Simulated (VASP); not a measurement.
# NiO (Pm-3m) in VASP: notebook

Runs on NiO. Level: PBEsol+U. Tasks: single point.

All numbers are computed with VASP 6.6.1; they aren't measurements. Logs are shortened: lines on timing, memory, paths and dates and some standing lists are left out, and cuts for length are marked.

## (1) The cell of the first run

Symmetry: Pm-3m, No. 221, cubic system. The conventional cell has a = 2.505 Å, b = 2.505 Å, c = 2.505 Å, α = 90.00°, β = 90.00°, γ = 90.00°. Ni (site symmetry m-3m) has 8 O at 2.17 Å and 6 Ni at 2.50 Å within 2.9 Å. Within 2.9 Å of O (site symmetry m-3m) lie 8 Ni at 2.17 Å and 6 O at 2.50 Å.

## (2) Single point, PBEsol+U, collinear spin, ferromagnetic start

Input file INCAR:

```
  ALGO = Normal
  EDIFF = 1E-6
  ENCUT = 600
  GGA = PS
  GGA_COMPAT = False
  ISIF = 2
  ISMEAR = 0
  ISPIN = 2
  LASPH = True
  LCHARG = False
  LDAU = True
  LDAUJ = 0 0
  LDAUL = 2 -1
  LDAUPRINT = 1
  LDAUTYPE = 2
  LDAUU = 1 0
  LMAXMIX = 4
  LORBIT = 11
  LREAL = False
  LWAVE = False
  MAGMOM = 1.44 0.52
  NBANDS = 19
  NELM = 200
  PREC = Accurate
  SIGMA = 0.05
```

Input file KPOINTS:

```
k-points
0
Gamma
  7 7 7
```

Input file POSCAR:

```
NiO
1.0
    2.5046153800      0.0000000000      0.0000000000
    0.0000000000      2.5046153800      0.0000000000
    0.0000000000      0.0000000000      2.5046153800
Ni O
1 1
Direct
    0.0000000000      0.0000000000      0.0000000000
    0.5000000000      0.5000000000      0.5000000000
```

Potentials or basis: VASP PAW PBE potentials, release 64 (Ni, O).

Run with:

```sh
$ cat potpaw_PBE.64/Ni/POTCAR potpaw_PBE.64/O/POTCAR > POTCAR
$ mpirun -np 1 vasp_std > vasp.out
```

OUTCAR:

```text
EDIFF = 1E-6
   ENCUT = 600
   GGA = PS
   ISIF = 2
   ISMEAR = 0
   ISPIN = 2
   LASPH = True
   LORBIT = 11
   LREAL = False
   NELM = 200
   PREC = Accurate

 ion  position               nearest neighbor table
   1  0.000  0.000  0.000-   2 2.17   2 2.17   2 2.17   2 2.17   2 2.17   2 2.17   2 2.17   2 2.17

   2  0.500  0.500  0.500-   1 2.17   1 2.17   1 2.17   1 2.17   1 2.17   1 2.17   1 2.17   1 2.17

  LATTYP: Found a simple cubic cell.
 ALAT       =     2.5046153800

  Lattice vectors:

 A1 = (   2.5046153800,   0.0000000000,   0.0000000000)
 A2 = (   0.0000000000,   2.5046153800,   0.0000000000)
 A3 = (   0.0000000000,   0.0000000000,   2.5046153800)

Analysis of symmetry for initial positions (statically):
=====================================================================
 Subroutine PRICEL returns:
 Original cell was already a primitive cell.

 Routine SETGRP: Setting up the symmetry group for a
 simple cubic supercell.

 Subroutine GETGRP returns: Found 48 space group operations
 (whereof 48 operations were pure point group operations)
 out of a pool of 48 trial point group operations.

The static configuration has the point symmetry O_h .

Analysis of symmetry for dynamics (positions and initial velocities):
=====================================================================
 Subroutine PRICEL returns:
 Original cell was already a primitive cell.

 Routine SETGRP: Setting up the symmetry group for a
 simple cubic supercell.

 Subroutine GETGRP returns: Found 48 space group operations
 (whereof 48 operations were pure point group operations)
 out of a pool of 48 trial point group operations.

The dynamic configuration has the point symmetry O_h .

Analysis of structural, dynamic, and magnetic symmetry:
=====================================================================
 Subroutine PRICEL returns:
 Original cell was already a primitive cell.

 Routine SETGRP: Setting up the symmetry group for a
 simple cubic supercell.

 Subroutine GETGRP returns: Found 48 space group operations
 (whereof 48 operations were pure point group operations)
 out of a pool of 48 trial point group operations.

The overall configuration has the point symmetry O_h .

 Subroutine INISYM returns: Found 48 space group operations
 (whereof 48 operations are pure point group operations),
 and found     1 'primitive' translations

----------------------------------------------------------------------------------------

                                     Primitive cell

  volume of cell :      15.7117

  direct lattice vectors                    reciprocal lattice vectors
     2.504615380  0.000000000  0.000000000     0.399262900  0.000000000  0.000000000
     0.000000000  2.504615380  0.000000000     0.000000000  0.399262900  0.000000000
     0.000000000  0.000000000  2.504615380     0.000000000  0.000000000  0.399262900

  length of vectors
     2.504615380  2.504615380  2.504615380     0.399262900  0.399262900  0.399262900

  position of ions in fractional coordinates (direct lattice)
     0.000000000  0.000000000  0.000000000
     0.500000000  0.500000000  0.500000000

  ion indices of the primitive-cell ions
   primitive index   ion index
                 1           1
                 2           2

----------------------------------------------------------------------------------------

 KPOINTS: k-points

Automatic generation of k-mesh.
 Grid dimensions read from file:
 generate k-points for:    7    7    7

 Generating k-lattice:

  Cartesian coordinates                     Fractional coordinates (reciprocal lattice)
     0.057037557  0.000000000  0.000000000     0.142857143  0.000000000  0.000000000
     0.000000000  0.057037557  0.000000000     0.000000000  0.142857143  0.000000000
     0.000000000  0.000000000  0.057037557     0.000000000  0.000000000  0.142857143

  Length of vectors
     0.057037557  0.057037557  0.057037557

  Shift w.r.t. Gamma in fractional coordinates (k-lattice)
     0.000000000  0.000000000  0.000000000

 Subroutine IBZKPT returns following result:
 ===========================================

 Found     20 irreducible k-points:

 Following reciprocal coordinates:
            Coordinates               Weight
  0.000000  0.000000  0.000000      1.000000
  0.142857  0.000000  0.000000      6.000000
  0.285714  0.000000  0.000000      6.000000
  0.428571  0.000000  0.000000      6.000000
  0.142857  0.142857  0.000000     12.000000
  0.285714  0.142857  0.000000     24.000000
[... 12 lines left out ...]
  0.428571  0.428571  0.285714     24.000000
  0.428571  0.428571  0.428571      8.000000
   k-points           NKPTS =     20   k-points in BZ     NKDIM =     20   number of bands    NBANDS=     19
   number of dos      NEDOS =    301   number of ions     NIONS =      2
   total plane-waves  NPLWV =   8000
   dimension x,y,z NGX =    20 NGY =   20 NGZ =   20
   dimension x,y,z NGXF=    40 NGYF=   40 NGZF=   40
   ions per type =               1   1
   NGX,Y,Z   is equivalent  to a cutoff of  13.28, 13.28, 13.28 a.u.
   NGXF,Y,Z  is equivalent  to a cutoff of  26.55, 26.55, 26.55 a.u.
 SYSTEM =  unknown system
   PREC   = accura    normal or accurate (medium, high low for compatibility)
   ISTART =      0    job   : 0-new  1-cont  2-samecut
   ICHARG =      2    charge: 1-file 2-atom 10-const
   ISPIN  =      2    spin polarized calculation?
   LNONCOLLINEAR =      F non collinear calculations
   LSORBIT =      F    spin-orbit coupling
   LASPH  =      T    aspherical Exc in radial PAW
   ENCUT  =  600.0 eV  44.10 Ry    6.64 a.u.   5.00  5.00  5.00*2*pi/ulx,y,z
   NELM   =    200;   NELMIN=  2; NELMDL= -5     # of ELM steps
   EDIFF  = 0.1E-05   stopping-criterion for ELM
   LREAL  =      F    real-space projection
   EDIFFG = 0.1E-04   stopping-criterion for IOM
   NSW    =      0    number of steps for IOM
   IBRION =     -1    ionic relax: 0-MD 1-quasi-New 2-CG
   NFREE  =      0    steps in history (QN), initial steepest desc. (CG)
   ISIF   =      2    stress and relaxation
   ISYM   =      2    0-nonsym 1-usesym 2-fastsym
   POTIM  = 0.5000    time-step for ionic-motion
   TEBEG  =    0.0;   TEEND  =   0.0 temperature during run
   PSTRESS=    0.0 pullay stress
   NELECT =      16.0000    total number of electrons
   NUPDOWN=      -1.0000    fix difference up-down
   EMIN   =  10.00;   EMAX   =-10.00  energy-range for DOS
   EFERMI =   0.00;   METHOD = LEGACY
   ISMEAR =     0;   SIGMA  =   0.05  broadening in eV -4-tet -1-fermi 0-gaus
   EFERMI_NEDOS =   21; number of points for ismear=-14 and -15
   IALGO  =     38    algorithm
   IMIX   =      4    mixing-type and parameters
     AMIX     =   0.40;   BMIX     =  1.00
     AMIX_MAG =   1.60;   BMIX_MAG =  1.00
  volume/ion in A,a.u.               =       7.86        53.01
  Fermi-wavevector in a.u.,A,eV,Ry     =   1.647051  3.112476 36.909583  2.712778
  Thomas-Fermi vector in A             =   2.736576
   LORBIT       =     11    0 simple, 1 ext, 2 COOP (PROOUT), +10 PAW based schemes
 LDA+U is selected, type is set to LDAUTYPE =  2
   angular momentum for each species LDAUL =     2   -1
   U (eV)           for each species LDAUU =   1.0  0.0
   J (eV)           for each species LDAUJ =   0.0  0.0
   GGA     = PS    functional components
   LHFCALC =     F    Hartree Fock is set to
   AEXX    =    0.0000 exact exchange contribution
   IVDW    =     0    specifies the selected vdW correction
   LEPSILON=     F    determine dielectric tensor
   LRPA    =     F    only Hartree local field effects (RPA)
 spin polarized calculation
 Gauss-broadening in eV      SIGMA  =   0.05
  energy-cutoff  :      600.00
  volume of cell :       15.71
 maximum number of plane-waves:       534
   NGX = 11   NGY = 11   NGZ = 11

atom =   1  type =  1  l = 2

 onsite density matrix

spin component  1

  0.9713  0.0000  0.0000 -0.0000  0.0000
  0.0000  0.9713  0.0000  0.0000 -0.0000
  0.0000  0.0000  0.9584 -0.0000  0.0000
 -0.0000  0.0000 -0.0000  0.9713 -0.0000
  0.0000 -0.0000  0.0000 -0.0000  0.9584

spin component  2

  0.6513 -0.0000 -0.0000  0.0000 -0.0000
 -0.0000  0.6513 -0.0000 -0.0000  0.0000
 -0.0000 -0.0000  0.8065  0.0000 -0.0000
  0.0000 -0.0000  0.0000  0.6513  0.0000
 -0.0000  0.0000 -0.0000  0.0000  0.8065

 occupancies and eigenvectors

  o =  0.6513  v =  0.0000  0.0000  0.0000  0.0000  0.0000 -0.0005  0.0652 -0.0000  0.9979 -0.0000      0.0000  0.0000  0.0000  0.0000  0.0000  0.0000  0.0000  0.0000  0.0000  0.0000
  o =  0.6513  v =  0.0000  0.0000  0.0000  0.0000  0.0000 -0.0961 -0.9933 -0.0000  0.0648  0.0000      0.0000  0.0000  0.0000  0.0000  0.0000  0.0000  0.0000  0.0000  0.0000  0.0000
  o =  0.6513  v =  0.0000  0.0000  0.0000  0.0000  0.0000  0.9954 -0.0958  0.0000  0.0067  0.0000      0.0000  0.0000  0.0000  0.0000  0.0000  0.0000  0.0000  0.0000  0.0000  0.0000
  o =  0.8065  v =  0.0000  0.0000  0.0000  0.0000  0.0000  0.0000 -0.0000 -0.0982 -0.0000 -0.9952      0.0000  0.0000  0.0000  0.0000  0.0000  0.0000  0.0000  0.0000  0.0000  0.0000
  o =  0.8065  v =  0.0000  0.0000  0.0000  0.0000  0.0000 -0.0000 -0.0000  0.9952 -0.0000 -0.0982      0.0000  0.0000  0.0000  0.0000  0.0000  0.0000  0.0000  0.0000  0.0000  0.0000
  o =  0.9584  v =  0.0000 -0.0000 -0.9930 -0.0000  0.1178  0.0000  0.0000  0.0000  0.0000  0.0000      0.0000  0.0000  0.0000  0.0000  0.0000  0.0000  0.0000  0.0000  0.0000  0.0000
  o =  0.9584  v =  0.0000 -0.0000 -0.1178  0.0000 -0.9930  0.0000  0.0000  0.0000  0.0000  0.0000      0.0000  0.0000  0.0000  0.0000  0.0000  0.0000  0.0000  0.0000  0.0000  0.0000
  o =  0.9713  v =  0.0000  0.0565 -0.0000  0.9984  0.0000  0.0000  0.0000  0.0000  0.0000  0.0000      0.0000  0.0000  0.0000  0.0000  0.0000  0.0000  0.0000  0.0000  0.0000  0.0000
  o =  0.9713  v =  1.0000  0.0000  0.0000  0.0000  0.0000  0.0000  0.0000  0.0000  0.0000  0.0000      0.0000  0.0000  0.0000  0.0000  0.0000  0.0000  0.0000  0.0000  0.0000  0.0000
  o =  0.9713  v =  0.0000 -0.9984  0.0000  0.0565  0.0000  0.0000  0.0000  0.0000  0.0000  0.0000      0.0000  0.0000  0.0000  0.0000  0.0000  0.0000  0.0000  0.0000  0.0000  0.0000

 number of electron      15.9999993 magnetization       1.7125000

 Free energy of the ion-electron system (eV)
  ---------------------------------------------------
  ext. energy  EPLUGINS =         0.00000000
  ---------------------------------------------------
  free energy    TOTEN  =       -10.83902625 eV

  energy without entropy =      -10.83463920  energy(sigma->0) =      -10.83683273

 E-fermi :   9.4296     XC(G=0): -13.9582

 val. band max:        9.4281632473   @ k =   0.4286   0.4286   0.4286
 cond. band min:       9.4347701673   @ k =   0.1429   0.1429   0.1429
 fundamental gap:      0.0066069200
 Fermi energy:         9.4295729966

 spin component 1

 k-point     1 :       0.0000    0.0000    0.0000
  band No.  band energies     occupation
      1     -11.7328      1.00000
      2       5.1199      1.00000
      3       5.1199      1.00000
      4       6.5169      1.00000
      5       6.5169      1.00000
      6       6.5169      1.00000
[... 11 lines left out ...]
     18      43.8207      0.00000
     19      45.1350      0.00000
[... 400 lines left out ...]
      2       1.7477      1.00000
      3       1.7477      1.00000
      4       2.0249      1.00000
      5       7.9792      1.00000
      6       7.9792      1.00000
[... 11 lines left out ...]
     18      53.5886      0.00000
     19      53.5886      0.00000
 Fermi energy:         9.4295729966

 spin component 2

 k-point     1 :       0.0000    0.0000    0.0000
  band No.  band energies     occupation
      1     -11.1121      1.00000
      2       6.1814      1.00000
      3       6.1814      1.00000
      4       7.2996      1.00000
      5       7.2996      1.00000
      6       7.2996      1.00000
[... 11 lines left out ...]
     18      43.8209      0.00000
     19      45.7131      0.00000
[... 401 lines left out ...]
      3       2.6250      1.00000
      4       2.8754      1.00000
      5       9.3057      0.99977
      6       9.3057      0.99977
[... 11 lines left out ...]
     18      53.7257      0.00000
     19      53.7257      0.00000

------------------------ aborting loop because EDIFF is reached ----------------------------------------

  FORCE on cell =-STRESS in cart. coord.  units (eV):
  Direction    XX          YY          ZZ          XY          YZ          ZX
  --------------------------------------------------------------------------------------
  -------------------------------------------------------------------------------------
  Total        1.5105243      1.5105243      1.5105243     -0.0000000      0.0000000     -0.0000000
  in kB      154.0334959    154.0334959    154.0334959     -0.0000000      0.0000000     -0.0000000
  external PRESSURE =     154.0334959 kB  Pullay stress =       0.0000000 kB

 VOLUME and BASIS-vectors are now :
 -----------------------------------------------------------------------------
  energy-cutoff  :      600.00
  volume of cell :       15.71
      direct lattice vectors                 reciprocal lattice vectors
     2.504615380  0.000000000  0.000000000     0.399262900  0.000000000  0.000000000
     0.000000000  2.504615380  0.000000000     0.000000000  0.399262900  0.000000000
     0.000000000  0.000000000  2.504615380     0.000000000  0.000000000  0.399262900

 POSITION                                       TOTAL-FORCE (eV/Angst)
 -----------------------------------------------------------------------------------
      0.00000      0.00000      0.00000         0.000000      0.000000      0.000000
      1.25231      1.25231      1.25231         0.000000      0.000000      0.000000
 -----------------------------------------------------------------------------------
    total drift:                                0.000000      0.000000      0.000000

  FREE ENERGIE OF THE ION-ELECTRON SYSTEM (eV)
  ---------------------------------------------------
  free  energy   TOTEN  =       -10.8390262492 eV

  energy  without entropy=      -10.8346392015  energy(sigma->0) =      -10.83683273

 total charge

# of ion       s       p       d       tot
------------------------------------------
    1        0.351   0.455   8.368   9.175
    2        1.589   3.327   0.000   4.916
--------------------------------------------------
tot          1.940   3.783   8.368  14.092

 magnetization (x)

# of ion       s       p       d       tot
------------------------------------------
    1       -0.010  -0.006   1.267   1.250
    2        0.009   0.419   0.000   0.428
--------------------------------------------------
tot         -0.002   0.413   1.267   1.678
```

Run time: 20 s. Hardware: 1 thread of Intel Xeon 8259CL, shared host; peak memory 0.14 GiB.

Results:

- Free energy: -10.8390 eV
- Pressure: 15.4 GPa
- Net moment: 1.71 μB per cell
- Site moments: Ni +1.25; O +0.43 μB
- Valence electrons inside the program's atomic spheres: Ni 9.18; O 4.92

Levels at points of the mesh, in eV from the Fermi level:
Spin up:
```csv
k point,band 6,band 7,band 8,band 9,band 10,band 11,band 12,band 13
"(0.00, 0.00, 0.00)",-2.91,-2.09,-2.09,-2.09,1.84,16.29,16.29,22.07
```
Spin down:
```csv
k point,band 4,band 5,band 6,band 7,band 8,band 9,band 10,band 11
"(0.00, 0.00, 0.00)",-2.13,-2.13,-2.13,-0.25,-0.25,-0.25,2.28,16.68
```

Eigenvalues of the final occupation matrices:
```
    site  spin  trace               eigenvalues
site 1 d     1   4.83  0.96 0.96 0.97 0.97 0.97
site 1 d     2   3.57  0.65 0.65 0.65 0.81 0.81
```

Caveat: the cell stands under pressure; the PAW data sets were made with another functional, which shifts forces and pressure a little; a cell with one magnetic atom can't hold antiferromagnetic order, which such compounds often take. The state reached can hang on the start; a lower one may exist.

## (3) Single point, PBEsol+U, collinear spin, zero start

Input file INCAR:

```
SYSTEM = NiO
PREC     = Accurate       ! precision mode
ENCUT    = 600            ! plane-wave cutoff, eV
EDIFF    = 1E-6           ! SCF threshold, eV
ISMEAR   = 0              ! smearing method
SIGMA    = 0.05           ! smearing width, eV
LREAL    = .False.        ! projectors in reciprocal space
LASPH    = .True.         ! aspherical terms in the spheres
NELM     = 200            ! most SCF steps
ALGO     = Normal         ! electronic algorithm
ISIF     = 2              ! what is computed and relaxed
LWAVE    = .False.        ! write WAVECAR
LCHARG   = .False.        ! write CHGCAR
ISPIN    = 2              ! spin polarisation
MAGMOM   = 0 0            ! initial moments
LORBIT   = 11             ! projections on sites
NUPDOWN  = 0.0            ! fixed moment
LMAXMIX  = 4              ! l up to which the mixer works
LDAU     = .True.         ! DFT+U
LDAUTYPE = 2            
LDAUL    = 2 -1           ! shell
LDAUU    = 1 0            ! U, eV
LDAUJ    = 0 0          
LDAUPRINT= 1            
GGA      = PS             ! functional
NBANDS   = 19             ! bands
GGA_COMPAT= .False.
```

Input file KPOINTS:

```
regular mesh
0
Gamma
  7 7 7
  0 0 0
```

POSCAR is that of step 2.

Potentials or basis: VASP PAW PBE potentials, release 64 (Ni, O).

Run with:

```sh
$ cat potpaw_PBE.64/Ni/POTCAR potpaw_PBE.64/O/POTCAR > POTCAR
$ mpirun -np 1 vasp_std > vasp.out
```

OUTCAR:

```text
SYSTEM = NiO
   PREC = Accurate
   ENCUT = 600
   EDIFF = 1E-6
   ISMEAR = 0
   LREAL = .False.
   LASPH = .True.
   NELM = 200
   ISIF = 2
   ISPIN = 2
   LORBIT = 11
   NUPDOWN = 0.0
   GGA = PS

 ion  position               nearest neighbor table
   1  0.000  0.000  0.000-   2 2.17   2 2.17   2 2.17   2 2.17   2 2.17   2 2.17   2 2.17   2 2.17

   2  0.500  0.500  0.500-   1 2.17   1 2.17   1 2.17   1 2.17   1 2.17   1 2.17   1 2.17   1 2.17

  LATTYP: Found a simple cubic cell.
 ALAT       =     2.5046153800

  Lattice vectors:

 A1 = (   2.5046153800,   0.0000000000,   0.0000000000)
 A2 = (   0.0000000000,   2.5046153800,   0.0000000000)
 A3 = (   0.0000000000,   0.0000000000,   2.5046153800)
[... 1126 lines left out ...]
 -----------------------------------------------------------------------------
  energy-cutoff  :      600.00
  volume of cell :       15.71
      direct lattice vectors                 reciprocal lattice vectors
     2.504615380  0.000000000  0.000000000     0.399262900  0.000000000  0.000000000
     0.000000000  2.504615380  0.000000000     0.000000000  0.399262900  0.000000000
     0.000000000  0.000000000  2.504615380     0.000000000  0.000000000  0.399262900

 POSITION                                       TOTAL-FORCE (eV/Angst)
 -----------------------------------------------------------------------------------
      0.00000      0.00000      0.00000         0.000000      0.000000      0.000000
      1.25231      1.25231      1.25231         0.000000      0.000000      0.000000
 -----------------------------------------------------------------------------------
    total drift:                                0.000000      0.000000      0.000000

  FREE ENERGIE OF THE ION-ELECTRON SYSTEM (eV)
  ---------------------------------------------------
  free  energy   TOTEN  =       -10.8271604033 eV

  energy  without entropy=      -10.8230529146  energy(sigma->0) =      -10.82510666

 total charge

# of ion       s       p       d       tot
------------------------------------------
    1        0.344   0.444   8.439   9.226
    2        1.596   3.284   0.000   4.881
--------------------------------------------------
tot          1.940   3.729   8.439  14.107

 magnetization (x)

# of ion       s       p       d       tot
------------------------------------------
    1        0.000   0.000   0.000   0.000
    2        0.000  -0.000   0.000   0.000
--------------------------------------------------
tot          0.000  -0.000   0.000   0.000
```

Wall time 28 s (1 thread of Intel Xeon 8259CL, shared host); peak memory 0.14 GiB.

Results:

```yaml
Free_energy: -10.8272 eV
Pressure: 8.6 GPa
Net_moment: 0.00 μB per cell
Valence_electrons_inside_the_program's_atomic_spheres: Ni 9.23; O 4.88
```

Eigenvalues of the final occupation matrices:
```tsv
site	spin	trace	eigenvalues
site 1 d	1	4.23	0.79 0.79 0.79 0.94 0.94
site 1 d	2	4.23	0.79 0.79 0.79 0.94 0.94
```

Caveat: the cell stands under pressure; the PAW data sets were made with another functional, which shifts forces and pressure a little; the total moment is fixed, so each spin has its own Fermi level.

[end of part 1 of 2]
